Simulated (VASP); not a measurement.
SiNi, 4 atoms in the cell. The structure is orthorhombic, space group Pmmn (No. 59). Conventional cell: a = 3.027 Å, b = 3.273 Å, c = 4.698 Å, α = 90.00°, β = 90.00°, γ = 90.00°. Si (site symmetry mm2) has 6 Ni at 2.34 to 2.40 Å and 6 Si at 2.68 to 3.03 Å within 3.1 Å. Within 3.1 Å of Ni (site symmetry mm2) lie 6 Si at 2.34 to 2.40 Å and 6 Ni at 2.67 to 3.03 Å. 

```yaml
Program: VASP 6.6.1
Task: single point
Functional: PBE
Potentials_or_basis: VASP PAW PBE potentials, release 64 (Si, Ni_sv_GW)
Cutoff: 690 eV
k_mesh: 4 × 4 × 2
Occupations: gaussian, width 0.1 eV
Spin: no spin polarisation
Dipole_correction: no
Further_INCAR_settings: ALGO = Normal; EDIFF = 1e-06; NBANDS = 30
```

Potentials or basis: VASP PAW PBE potentials, release 64 (Si, Ni_sv_GW).

Command:

```console
$ cat potpaw_PBE.64/Si/POTCAR potpaw_PBE.64/Ni_sv_GW/POTCAR > POTCAR
$ mpirun -np 1 vasp_std > vasp.out
```

Hardware: 1 thread of Intel(R) Xeon(R) Platinum 8488C (Sapphire Rapids), with other jobs on the host.

Q: How long does it take, and how much memory?

A: Run time: 38 s on 1 thread of Intel(R) Xeon(R) Platinum 8488C (Sapphire Rapids), with other jobs on the host, peak memory 0.21 GiB. Counts: scf iterations 14, k points 18.
